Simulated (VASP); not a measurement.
# NbTe4Mo (P-6m2) in VASP: single point with PBE

Aim: the single point of NbTe4Mo with PBE.

All numbers are computed with VASP 6.6.1; they aren't measurements. Logs are shortened: lines on timing, memory, paths and dates and some standing lists are left out, and cuts for length are marked.

## 1. The cell of the first run

The structure is hexagonal, space group P-6m2 (No. 187). Conventional cell: a = 3.623 Å, b = 3.623 Å, c = 14.736 Å, α = 90.00°, β = 90.00°, γ = 120.00°. Nb (site symmetry -6m2) has 6 Te at 2.80 Å and 6 Nb at 3.62 Å within 3.7 Å. Within 3.7 Å of Te (site symmetry 3m) lie 3 Mo at 2.75 Å and 7 Te at 3.57 to 3.62 Å. Within 3.8 Å of Te (site symmetry 3m) lie 3 Nb at 2.80 Å and 7 Te at 3.62 to 3.73 Å. Mo (site symmetry -6m2) has 6 Te at 2.75 Å and 6 Mo at 3.62 Å within 3.7 Å.

## 2. Single point, PBE

Contents of POSCAR:

```
NbTe4Mo
1.0
    3.6233800774      0.0000000000      0.0000000000
   -1.8116900387      3.1379391946      0.0000000000
    0.0000000000      0.0000000000     14.7358980029
Nb Te Mo
1 4 1
Direct
    0.3333333333      0.6666666667      0.0000000000
    0.3333333333      0.6666666667      0.3789822312
    0.6666666667      0.3333333333      0.8732772351
    0.3333333333      0.6666666667      0.6210177688
    0.6666666667      0.3333333333      0.1267227649
    0.6666666667      0.3333333333      0.5000000000
```

Contents of INCAR.step1:

```
PREC     = Accurate       # precision mode
ENCUT    = 520            # plane-wave cutoff, eV
EDIFF    = 1E-7           # SCF threshold, eV
ISMEAR   = 0              # smearing method
SIGMA    = 0.1            # smearing width, eV
LREAL    = False          # projectors in reciprocal space
LASPH    = True           # aspherical terms in the spheres
NELM     = 100            # most SCF steps
ALGO     = Normal         # electronic algorithm
ISIF     = 2              # what is computed and relaxed
LWAVE    = False          # write WAVECAR
LCHARG   = True           # write CHGCAR
LMAXMIX  = 4              # l up to which the mixer works
GGA      = PE             # functional
NBANDS   = 34             # bands
```

Contents of KPOINTS.step1:

```
Automatic mesh
0
Gamma
  12 12 4
```

Contents of INCAR.step2:

```
PREC     = Accurate       # precision mode
ENCUT    = 520            # plane-wave cutoff, eV
EDIFF    = 1E-7           # SCF threshold, eV
ISMEAR   = -5             # smearing method
SIGMA    = 0.1            # smearing width, eV
LREAL    = False          # projectors in reciprocal space
LASPH    = True           # aspherical terms in the spheres
NELM     = 100            # most SCF steps
ALGO     = Normal         # electronic algorithm
ISIF     = 2              # what is computed and relaxed
LWAVE    = False          # write WAVECAR
LCHARG   = False          # write CHGCAR
LMAXMIX  = 4              # l up to which the mixer works
GGA      = PE             # functional
LORBIT   = 11             # projections on sites
NBANDS   = 34             # bands
NEDOS    = 2001           # points of the DOS
ICHARG   = 11             # starting density
```

Contents of KPOINTS.step2:

```
Automatic mesh
0
Gamma
  18 18 6
```

Potentials or basis: VASP PAW PBE potentials, release 64 (Nb_sv, Te, Mo_sv).

Command:

```console
$ cat potpaw_PBE.64/Nb_sv/POTCAR potpaw_PBE.64/Te/POTCAR potpaw_PBE.64/Mo_sv/POTCAR > POTCAR
$ cp INCAR.step1 INCAR
$ cp KPOINTS.step1 KPOINTS
$ mpirun -np 1 vasp_std > vasp.out
$ cp INCAR.step2 INCAR
$ cp KPOINTS.step2 KPOINTS
$ mpirun -np 1 vasp_std > vasp.out
```

OUTCAR:

```text
PREC = Accurate
   ENCUT = 520
   EDIFF = 1E-7
   ISMEAR = -5
   LREAL = False
   LASPH = True
   NELM = 100
   ISIF = 2
   GGA = PE
   LORBIT = 11
   ICHARG = 11

 ion  position               nearest neighbor table
   1  0.333  0.667  0.000-   3 2.80   5 2.80   3 2.80   5 2.80   3 2.80   5 2.80
   2  0.333  0.667  0.379-   6 2.75   6 2.75   6 2.75   4 3.57
   3  0.667  0.333  0.873-   1 2.80   1 2.80   1 2.80
   4  0.333  0.667  0.621-   6 2.75   6 2.75   6 2.75   2 3.57
   5  0.667  0.333  0.127-   1 2.80   1 2.80   1 2.80
   6  0.667  0.333  0.500-   2 2.75   4 2.75   2 2.75   4 2.75   2 2.75   4 2.75

  LATTYP: Found a hexagonal cell.
 ALAT       =     3.6233800774
 C/A-ratio  =     4.0668927046

  Lattice vectors:

 A1 = (   3.6233800774,   0.0000000000,   0.0000000000)
 A2 = (  -1.8116900387,   3.1379391946,   0.0000000000)
 A3 = (   0.0000000000,   0.0000000000,  14.7358980029)

Analysis of symmetry for initial positions (statically):
=====================================================================
 Subroutine PRICEL returns:
 Original cell was already a primitive cell.

 Routine SETGRP: Setting up the symmetry group for a
 hexagonal supercell.

 Subroutine GETGRP returns: Found 12 space group operations
 (whereof 12 operations were pure point group operations)
 out of a pool of 24 trial point group operations.

The static configuration has the point symmetry D_3h.

Analysis of symmetry for dynamics (positions and initial velocities):
=====================================================================
 Subroutine PRICEL returns:
 Original cell was already a primitive cell.

 Routine SETGRP: Setting up the symmetry group for a
 hexagonal supercell.

 Subroutine GETGRP returns: Found 12 space group operations
 (whereof 12 operations were pure point group operations)
 out of a pool of 24 trial point group operations.

The dynamic configuration has the point symmetry D_3h.

 Subroutine INISYM returns: Found 12 space group operations
 (whereof 12 operations are pure point group operations),
 and found     1 'primitive' translations

----------------------------------------------------------------------------------------

                                     Primitive cell

  volume of cell :     167.5464

  direct lattice vectors                    reciprocal lattice vectors
     3.623380077  0.000000000  0.000000000     0.275985400  0.159340245  0.000000000
    -1.811690039  3.137939195  0.000000000     0.000000000  0.318680490  0.000000000
     0.000000000  0.000000000 14.735898003     0.000000000  0.000000000  0.067861490

  length of vectors
     3.623380077  3.623380077 14.735898003     0.318680490  0.318680490  0.067861490

  position of ions in fractional coordinates (direct lattice)
     0.333333333  0.666666667  0.000000000
     0.333333333  0.666666667  0.378982231
     0.666666667  0.333333333  0.873277235
     0.333333333  0.666666667  0.621017769
     0.666666667  0.333333333  0.126722765
     0.666666667  0.333333333  0.500000000

  ion indices of the primitive-cell ions
   primitive index   ion index
                 1           1
                 2           2
                 3           3
                 4           4
                 5           5
                 6           6

----------------------------------------------------------------------------------------

 KPOINTS: Automatic mesh

Automatic generation of k-mesh.
 Grid dimensions read from file:
 generate k-points for:   18   18    6

 Generating k-lattice:

  Cartesian coordinates                     Fractional coordinates (reciprocal lattice)
     0.015332522  0.008852236  0.000000000     0.055555556  0.000000000  0.000000000
     0.000000000  0.017704472  0.000000000     0.000000000  0.055555556  0.000000000
     0.000000000  0.000000000  0.011310248     0.000000000  0.000000000  0.166666667

  Length of vectors
     0.017704472  0.017704472  0.011310248

  Shift w.r.t. Gamma in fractional coordinates (k-lattice)
     0.000000000  0.000000000  0.000000000

 TETIRR: Found   1977 inequivalent tetrahedra from    11664

 Subroutine IBZKPT returns following result:
 ===========================================

 Found    148 irreducible k-points:

 Following reciprocal coordinates:
            Coordinates               Weight
  0.000000  0.000000  0.000000      1.000000
  0.055556  0.000000  0.000000      6.000000
  0.111111  0.000000  0.000000      6.000000
  0.166667  0.000000  0.000000      6.000000
  0.222222  0.000000  0.000000      6.000000
  0.277778  0.000000  0.000000      6.000000
[... 16 lines left out ...]
  0.333333  0.111111  0.000000     12.000000
  0.388889  0.111111  0.000000     12.000000
 [... further k-points ...]
   k-points           NKPTS =    148   k-points in BZ     NKDIM =    148   number of bands    NBANDS=     34
   number of dos      NEDOS =   2001   number of ions     NIONS =      6
   total plane-waves  NPLWV =  87808
   dimension x,y,z NGX =    28 NGY =   28 NGZ =  112
   dimension x,y,z NGXF=    56 NGYF=   56 NGZF=  224
   ions per type =               1   4   1
   NGX,Y,Z   is equivalent  to a cutoff of  12.85, 12.85, 12.64 a.u.
   NGXF,Y,Z  is equivalent  to a cutoff of  25.69, 25.69, 25.27 a.u.
 SYSTEM =  unknown system
   PREC   = accura    normal or accurate (medium, high low for compatibility)
   ISTART =      0    job   : 0-new  1-cont  2-samecut
   ICHARG =     11    charge: 1-file 2-atom 10-const
   ISPIN  =      1    spin polarized calculation?
   LNONCOLLINEAR =      F non collinear calculations
   LSORBIT =      F    spin-orbit coupling
   LASPH  =      T    aspherical Exc in radial PAW
   ENCUT  =  520.0 eV  38.22 Ry    6.18 a.u.   6.74  6.74 27.40*2*pi/ulx,y,z
   NELM   =    100;   NELMIN=  2; NELMDL=  0     # of ELM steps
   EDIFF  = 0.1E-06   stopping-criterion for ELM
   LREAL  =      F    real-space projection
   EDIFFG = 0.1E-05   stopping-criterion for IOM
   NSW    =      0    number of steps for IOM
   IBRION =     -1    ionic relax: 0-MD 1-quasi-New 2-CG
   NFREE  =      0    steps in history (QN), initial steepest desc. (CG)
   ISIF   =      2    stress and relaxation
   ISYM   =      2    0-nonsym 1-usesym 2-fastsym
   POTIM  = 0.5000    time-step for ionic-motion
   TEBEG  =    0.0;   TEEND  =   0.0 temperature during run
   PSTRESS=    0.0 pullay stress
   NELECT =      51.0000    total number of electrons
   NUPDOWN=      -1.0000    fix difference up-down
   EMIN   =  10.00;   EMAX   =-10.00  energy-range for DOS
   EFERMI =   0.00;   METHOD = LEGACY
   ISMEAR =    -5;   SIGMA  =   0.10  broadening in eV -4-tet -1-fermi 0-gaus
   EFERMI_NEDOS =   21; number of points for ismear=-14 and -15
   IALGO  =     38    algorithm
   IMIX   =      4    mixing-type and parameters
     AMIX     =   0.40;   BMIX     =  1.00
     AMIX_MAG =   1.60;   BMIX_MAG =  1.00
  volume/ion in A,a.u.               =      27.92       188.44
  Fermi-wavevector in a.u.,A,eV,Ry     =   1.101252  2.081064 16.500534  1.212755
  Thomas-Fermi vector in A             =   2.237676
   LORBIT       =     11    0 simple, 1 ext, 2 COOP (PROOUT), +10 PAW based schemes
   GGA     = PE    functional components
   LHFCALC =     F    Hartree Fock is set to
   AEXX    =    0.0000 exact exchange contribution
   IVDW    =     0    specifies the selected vdW correction
   LEPSILON=     F    determine dielectric tensor
   LRPA    =     F    only Hartree local field effects (RPA)
 non-spin polarized calculation
 Fermi weights with tetrahedron method with Bloechl corrections
  energy-cutoff  :      520.00
  volume of cell :      167.55
 maximum number of plane-waves:      4538
 NGX is ok and might be reduce to    28

 number of electron      51.0000001 magnetization

 Free energy of the ion-electron system (eV)
  ---------------------------------------------------
  ext. energy  EPLUGINS =         0.00000000
  ---------------------------------------------------
  free energy    TOTEN  =       -35.81562113 eV

  energy without entropy =      -35.81562113  energy(sigma->0) =      -35.81562113

 E-fermi :   6.8338     XC(G=0):  -9.8363

 val. band max:        6.8330979900   @ k =   0.3333   0.1111   0.5000
 cond. band min:       6.8451488732   @ k =   0.1111   0.1111   0.1667
 fundamental gap:      0.0120508832
 Fermi energy:         6.8337520697

 k-point     1 :       0.0000    0.0000    0.0000
  band No.  band energies     occupation
      1     -54.0628      2.00000
      2     -48.0571      2.00000
      3     -28.1744      2.00000
      4     -28.1208      2.00000
      5     -28.1208      2.00000
      6     -24.1168      2.00000
[... 26 lines left out ...]
     33      10.1699      0.00000
     34      10.1700      0.00000

 k-point     2 :       0.0556    0.0000    0.0000
  band No.  band energies     occupation
      1     -54.0626      2.00000
      2     -48.0568      2.00000
      3     -28.1738      2.00000
      4     -28.1236      2.00000
      5     -28.1214      2.00000
      6     -24.1158      2.00000
[... 26 lines left out ...]
     33       9.9858      0.00000
     34      10.0960      0.00000
[... 775 lines left out ...]
     33      10.0585      0.00000
     34      10.9626      0.00000

 k-point    24 :       0.3889    0.1111    0.0000
  band No.  band energies     occupation
      1     -54.0565      2.00000
      2     -48.0456      2.00000
      3     -28.2084      2.00000
      4     -28.1537      2.00000
      5     -28.1486      2.00000
      6     -24.2256      2.00000
[... 26 lines left out ...]
     33      10.1794      0.00000
     34      10.9661      0.00000

 [... further k-points ...]

------------------------ aborting loop because EDIFF is reached ----------------------------------------

  FORCE on cell =-STRESS in cart. coord.  units (eV):
  Direction    XX          YY          ZZ          XY          YZ          ZX
  --------------------------------------------------------------------------------------
  -------------------------------------------------------------------------------------
  Total       -0.0217760     -0.0217760     -0.1025550      0.0000000     -0.0000000      0.0000000
  in kB       -0.2082346     -0.2082346     -0.9806912      0.0000000     -0.0000000      0.0000000
  external PRESSURE =      -0.4657201 kB  Pullay stress =       0.0000000 kB

 VOLUME and BASIS-vectors are now :
 -----------------------------------------------------------------------------
  energy-cutoff  :      520.00
  volume of cell :      167.55
      direct lattice vectors                 reciprocal lattice vectors
     3.623380077  0.000000000  0.000000000     0.275985400  0.159340245  0.000000000
    -1.811690039  3.137939195  0.000000000     0.000000000  0.318680490  0.000000000
     0.000000000  0.000000000 14.735898003     0.000000000  0.000000000  0.067861490

 POSITION                                       TOTAL-FORCE (eV/Angst)
 -----------------------------------------------------------------------------------
     -0.00000      2.09196      0.00000        -0.000000      0.000000      0.000000
     -0.00000      2.09196      5.58464         0.000000     -0.000000     -0.013750
      1.81169      1.04598     12.86852         0.000000      0.000000      0.009660
     -0.00000      2.09196      9.15125         0.000000      0.000000      0.013750
      1.81169      1.04598      1.86737         0.000000      0.000000     -0.009660
      1.81169      1.04598      7.36795         0.000000      0.000000      0.000000
 -----------------------------------------------------------------------------------
    total drift:                               -0.000813      0.000470     -0.000000

  FREE ENERGIE OF THE ION-ELECTRON SYSTEM (eV)
  ---------------------------------------------------
  free  energy   TOTEN  =       -35.8156211294 eV

  energy  without entropy=      -35.8156211294  energy(sigma->0) =      -35.81562113

 total charge

# of ion       s       p       d       tot
------------------------------------------
    1        2.143   5.999   2.439  10.582
    2        1.385   1.958   0.056   3.400
    3        1.381   1.997   0.050   3.428
    4        1.385   1.958   0.056   3.400
    5        1.381   1.997   0.050   3.428
    6        2.249   6.133   3.937  12.319
--------------------------------------------------
tot          9.926  20.042   6.589  36.557
```

It took 7.4 min on 1 thread of Intel Xeon 6975P-C (Granite Rapids), shared host; peak memory 0.85 GiB.

What came out:

```
Valence electrons inside the program's atomic spheres : Nb 10.58; Te 3.40, 3.43 (each value once); Mo 12.32
```

Levels at points of the mesh, in eV from the Fermi level:
| k point | band 21 | band 22 | band 23 | band 24 | band 25 | band 26 | band 27 | band 28 | band 29 | band 30 |
| --- | --- | --- | --- | --- | --- | --- | --- | --- | --- | --- |
| (0.00, 0.00, 0.00) | -1.14 | -0.56 | -0.49 | -0.32 | -0.32 | 0.38 | 2.68 | 2.68 | 2.96 | 2.96 |
| (0.50, 0.00, 0.00) | -1.64 | -1.46 | -0.86 | -0.67 | -0.40 | -0.19 | 1.09 | 1.43 | 2.18 | 2.47 |
| (0.00, 0.00, 0.50) | -1.14 | -1.14 | -0.32 | -0.32 | -0.10 | 0.39 | 2.68 | 2.68 | 2.95 | 2.95 |
| (0.50, 0.00, 0.50) | -1.65 | -1.48 | -0.85 | -0.66 | -0.39 | -0.20 | 1.08 | 1.44 | 2.18 | 2.47 |

Caveat: spin-orbit coupling is left out, which moves the levels of the heavy elements; this functional lacks dispersion, which binds layers or chains, so the pressure and a relaxed spacing across them are unreliable.
